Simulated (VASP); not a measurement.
Set up this calculation in VASP 6.6.1, as the native input.

| Property | Result |
| --- | --- |
| Task | single point |
| Functional | LDA |
| Potentials or basis | VASP PAW LDA potentials, release 64 (Al, Ni) |
| Cutoff | 520 eV |
| k mesh | 12 × 9 × 17 |
| Occupations | gaussian, width 0.1 eV |
| Spin | no spin polarisation |
| Dipole correction | no |
| Further INCAR settings | ALGO = Fast; EDIFF = 1e-07; NBANDS = 14; ISYM = 0 |

The structure of AlNi lies in POSCAR:

```
AlNi
1.0
    2.8326165062      0.0000000000      0.0000000000
    0.0000000000      4.0059246800      0.0000000000
    0.0000000000      2.0029623400      2.0029623400
Al Ni
1 1
Direct
    0.0000000000      0.0000000000      0.0000000000
    0.5000000000      0.5000000000      0.0000000000
```

One way to write it, as run:

INCAR

```
SYSTEM = AlNi
PREC = Accurate
ENCUT = 520
EDIFF = 1E-7
ISMEAR = 0
SIGMA = 0.1
LREAL = .False.
LASPH = .True.
NELM = 60
ALGO = Fast
ISIF = 2
LWAVE = .False.
LCHARG = .False.
ISYM = 0
NBANDS = 14
```

KPOINTS

```
regular mesh
0
Gamma
  12 9 17
  0 0 0
```

Potentials or basis: VASP PAW LDA potentials, release 64 (Al, Ni).

The run is started by

```bash
$ cat potpaw_LDA.64/Al/POTCAR potpaw_LDA.64/Ni/POTCAR > POTCAR
$ mpirun -np 1 vasp_std > vasp.out
```

Results of the run:

```json
{
  "Pressure": "0.2 GPa",
  "Band gap on the k mesh": "zero (an odd number of electrons rules out a gap without spin polarisation)"
}
```

Run time: 3 min on 1 thread of AMD EPYC 9R45 96-Core Processor (Zen 5), with other jobs on the host, peak memory 0.36 GiB.
